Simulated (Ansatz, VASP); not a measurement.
## BP: VASP beside Ansatz

Contents of INCAR:

```
  PREC = Accurate
  ENCUT = 500
  EDIFF = 1E-6
  ISMEAR = 0
  SIGMA = 0.01
  LREAL = False
  LASPH = True
  NELM = 120
  ALGO = Normal
  ISIF = 2
  LWAVE = False
  LCHARG = False
  GGA = RE
  NBANDS = 11
  GGA_COMPAT = False
```

Contents of KPOINTS:

```
Automatic mesh
0
Gamma
  8 8 8
```

The input POSCAR:

```
BP
1.0
    0.0000000000      2.2690000000      2.2690000000
    2.2690000000      0.0000000000      2.2690000000
    2.2690000000      2.2690000000      0.0000000000
B P
1 1
Direct
    0.0000000000      0.0000000000      0.0000000000
    0.2500000000      0.2500000000      0.2500000000
```

Input for Ansatz:

```yaml
crystal:
  lattice:
    - [0.0, 2.269, 2.269]
    - [2.269, 0.0, 2.269]
    - [2.269, 2.269, 0.0]
  atoms:
    - { symbol: B, position: [0.0, 0.0, 0.0] }
    - { symbol: P, position: [0.25, 0.25, 0.25] }
kpoints:
  mp_grid:
    grid: [8, 8, 8]
hamiltonian:
  xc: revpbe
scf:
  convergence:
    dr2_threshold: 1.0e-09
  occupations:
    method: fixed
output:
  eigenvalues: true
```

Alike in both runs: task single point; functional revPBE; k mesh 8 × 8 × 8; no spin polarisation.

|  | VASP | Ansatz |
| --- | --- | --- |
| version | VASP 6.6.1 | Ansatz 0.2.0 |
| potentials or method | VASP PAW PBE potentials, release 64 (B, P) | plane waves, PAW |
| plane-wave cutoff (eV) | 500 | 420 |
| occupations | gaussian, width 0.01 eV | fixed |
| valence electrons in the cell | 8 | 8 |

VASP gave:

| Quantity | Value |
| --- | --- |
| gap on the k mesh at the Fermi level (eV) | 1.28 |

Problem. What did Ansatz give for the same quantities?

Solution. gap on the k mesh at the Fermi level (eV): 1.29.

VASP's potentials were made for PBE, not for revPBE.
